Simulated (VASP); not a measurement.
TaN, 6 atoms in the cell. It takes space group P-62m (No. 189, hexagonal). The conventional cell has a = 5.196 Å, b = 5.196 Å, c = 2.911 Å, α = 90.00°, β = 90.00°, γ = 120.00°. Within 2.7 Å of Ta (site symmetry -62m) lie 3 N at 2.04 Å. Within 3.0 Å of Ta (site symmetry -6) lie 6 N at 2.16 Å and 5 Ta at 2.91 to 3.00 Å. N (site symmetry m2m) has 5 Ta at 2.04 to 2.16 Å and 6 N at 2.77 to 2.91 Å within 3.0 Å. 

- Program: VASP 6.6.1
- Task: relaxation of cell and atoms
- Functional: PBE
- Potentials or basis: VASP PAW PBE potentials, release 64 (Ta_pv, N)
- Cutoff: 600 eV
- k mesh: 6 × 6 × 9
- Occupations: fermi-dirac, width 0.05 eV
- Spin: no spin polarisation
- Target pressure: 5 GPa
- Dipole correction: no
- Further INCAR settings: ALGO = Normal; EDIFF = 1e-06; IBRION = 2; EDIFFG = -0.01; NSW = 60; ISIF = 3

Potentials or basis: VASP PAW PBE potentials, release 64 (Ta_pv, N).

Command:

```console
$ cat potpaw_PBE.64/Ta_pv/POTCAR potpaw_PBE.64/N/POTCAR > POTCAR
$ mpirun -np 1 vasp_std > vasp.out
```

Hardware: 1 thread of Intel(R) Xeon(R) 6975P-C (Granite Rapids) (shared host).

Question: Estimate the wall time of this run.

Answer: Run time: 100 s on 1 thread of Intel(R) Xeon(R) 6975P-C (Granite Rapids), with other jobs on the host, peak memory 0.24 GiB. Counts: scf iterations 37, k points 35, ion steps 5.
